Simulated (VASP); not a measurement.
# TiSi5: single point with PBE

The system is TiSi5.

```
CELL_PARAMETERS angstrom
7.37929 -0.00735 -0.02706
-0.00735 7.17409 -0.02007
-0.02706 -0.02007 7.31400
ATOMIC_POSITIONS crystal
Si 0.92783 0.78241 0.05069
Si 0.59750 0.56438 0.22844
Si 0.11988 0.75220 0.39451
Si 0.96175 0.15320 0.99714
Si 0.77683 0.14298 0.28005
Si 0.42301 0.77179 0.58101
Si 0.59493 0.74799 0.87266
Si 0.14349 0.48001 0.03899
Si 0.59121 0.48818 0.63458
Si 0.49540 0.10843 0.46826
Si 0.12262 0.05781 0.48567
Si 0.30339 0.34766 0.72338
Si 0.34677 0.74346 0.11647
Si 0.90474 0.45012 0.30391
Si 0.46688 0.24445 0.15456
Si 0.93501 0.95249 0.72495
Si 0.86675 0.64843 0.58612
Si 0.74043 0.82663 0.32590
Si 0.25439 0.06881 0.90407
Si 0.64076 0.14522 0.75303
Ti 0.31398 0.47506 0.37942
Ti 0.78604 0.45236 0.95880
Ti 0.14490 0.69560 0.78451
Ti 0.92730 0.30532 0.64086
```

| Property | Result |
| --- | --- |
| Program | VASP 6.6.1 |
| Task | single point |
| Functional | PBE |
| Potentials or basis | VASP PAW PBE potentials, release 64 (Si, Ti_sv) |
| Cutoff | 520 eV |
| k mesh | 1 × 1 × 1, shifted |
| Occupations | fermi-dirac, width 0.0862 eV |
| Spin | no spin polarisation |

* Pressure: 0.7 GPa
* Largest force: 1.625 eV/Å
* Band gap on the k mesh: 0.19 eV

Forces on the atoms (eV/Å):
```
Si  -0.333  0.469  0.118
Si  -0.892 -1.015 -0.673
Si  -0.275  0.164 -1.110
Si   0.140  0.168  0.045
Si   0.023  0.708 -0.125
Si  -0.235  0.624 -0.408
Si  -0.160  0.291  0.654
Si   0.457 -1.418  0.525
Si   0.030 -0.932  0.525
Si  -1.042  0.117 -0.919
Si   0.982  1.167 -0.095
Si  -0.816  0.001  0.610
Si  -0.825  0.496 -0.197
Si   1.358  0.000  0.305
Si   0.352 -0.690 -0.634
Si  -0.732  0.817  0.951
Si  -0.289  0.131 -0.276
Si   0.953  0.508  0.628
Si   0.641 -0.204  0.313
Si  -0.100 -0.483  1.472
Ti  -0.806 -0.616  0.741
Ti  -0.592 -0.340 -0.443
Ti   1.337 -0.006 -0.923
Ti   0.823  0.042 -1.084
```

Stress tensor (GPa, compression positive):
```
 1.40 -0.83 -2.87
-0.83  2.38  2.38
-2.87  2.38 -1.79
```

Levels at points of the mesh, in eV from the valence-band top:
```tsv
k point	band 60	band 61	band 62	band 63	band 64	band 65	band 66	band 67	band 68	band 69
(0.25, 0.25, 0.25)	-0.70	-0.64	-0.35	-0.17	0.00	0.19	0.36	0.52	0.71	0.80
```

It took 48 s on 1 thread of Intel(R) Xeon(R) 6975P-C (Granite Rapids) (shared host), peak memory 0.36 GiB.

Caveat: the k points lie up to 0.88 Å⁻¹ apart.
